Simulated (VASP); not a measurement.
A run of VASP 6.6.1 is set up as follows.

The input INCAR:

```
PREC     = Accurate       # precision mode
ENCUT    = 520            # plane-wave cutoff, eV
EDIFF    = 1E-6           # SCF threshold, eV
ISMEAR   = 0              # smearing method
SIGMA    = 0.023          # smearing width, eV
LREAL    = F              # projectors in reciprocal space
LASPH    = T              # aspherical terms in the spheres
NELM     = 80             # most SCF steps
ALGO     = Normal         # electronic algorithm
ISIF     = 2              # what is computed and relaxed
LWAVE    = F              # write WAVECAR
LCHARG   = T              # write CHGCAR
GGA      = PE             # functional
LELF     = T              # ELF
LVHAR    = T            
NBANDS   = 19             # bands
```

File KPOINTS:

```
Automatic mesh
0
Gamma
  8 8 4
```

The input POSCAR:

```
TiTe2
1.0
    3.7770000000      0.0000000000      0.0000000000
   -1.8885000000      3.2709779501      0.0000000000
    0.0000000000      0.0000000000      6.4980000000
Te Ti
2 1
Direct
    0.3333333333      0.6666666667      0.7372000000
    0.6666666667      0.3333333333      0.2628000000
    0.0000000000      0.0000000000      0.0000000000
```

Potentials or basis: VASP PAW PBE potentials, release 64 (Te, Ti_sv).

Command:

```console
$ cat potpaw_PBE.64/Te/POTCAR potpaw_PBE.64/Ti_sv/POTCAR > POTCAR
$ mpirun -np 1 vasp_std > vasp.out
```

Question: Estimate the band gap on the k mesh.

Answer: Zero (bands 12 and 13 overlap by 0.66 eV).

Question: Estimate the pressure.

Answer: 0.9 GPa.

Question: What does it give for the largest force?

Answer: 0.018 eV/Å.

Stress tensor (GPa, compression positive):
```
0.69 0.00 0.00
0.00 0.69 0.00
0.00 0.00 1.24
```

Caveat: spin-orbit coupling is left out, which moves the levels of the heavy elements; this functional lacks dispersion, which binds layers or chains, so the pressure and a relaxed spacing across them are unreliable.
